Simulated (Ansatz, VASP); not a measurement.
**TiGe2W4: VASP beside Ansatz**

```
CELL_PARAMETERS angstrom
3.72658 0.00000 0.00000
0.00000 3.72658 0.00000
0.00000 0.00000 8.67785
ATOMIC_POSITIONS crystal
Ti 0.50000 0.50000 0.00000
Ge 0.50000 0.00000 0.76040
Ge 0.00000 0.50000 0.23960
W 0.50000 0.00000 0.24594
W 0.00000 0.50000 0.75406
W 0.50000 0.50000 0.50000
W 0.00000 0.00000 0.50000
```

Change from the starting cell: species swapped into the Pr2ZnAs4 type (P-4m2, No. 115).

Alike in both runs: functional PBE; k mesh 5 × 5 × 2; occupations gaussian, width 0.2 eV; no spin polarisation.

Ansatz relaxed the structure, and its values are those at the end. VASP's run is a single point on that final structure, the one shown.

|  | VASP | Ansatz |
| --- | --- | --- |
| version | VASP 6.6.1 | Ansatz 0.2.0 |
| potentials or method | VASP PAW PBE potentials, release 64 (Ti_sv, Ge_d, W_sv), cutoff 520 eV | scalar-relativistic, plane waves, PAW |
| valence electrons in the cell | 96 | 96 |

```csv
,VASP,Ansatz,Ansatz less VASP
gap on the k mesh at the Fermi level (eV),none,none,-
pressure (GPa),0.0,-0.3,-0.32
rms of the force components (eV/Å),0.016,0.009,-0.0071
```

A gap of «none» marks a metal or a gap that the smearing closes. With one functional, cell and mesh, what is left measures potentials, basis and numerics.

The k mesh is coarse, so the values compare programs but aren't converged. Spin-orbit coupling is off throughout.
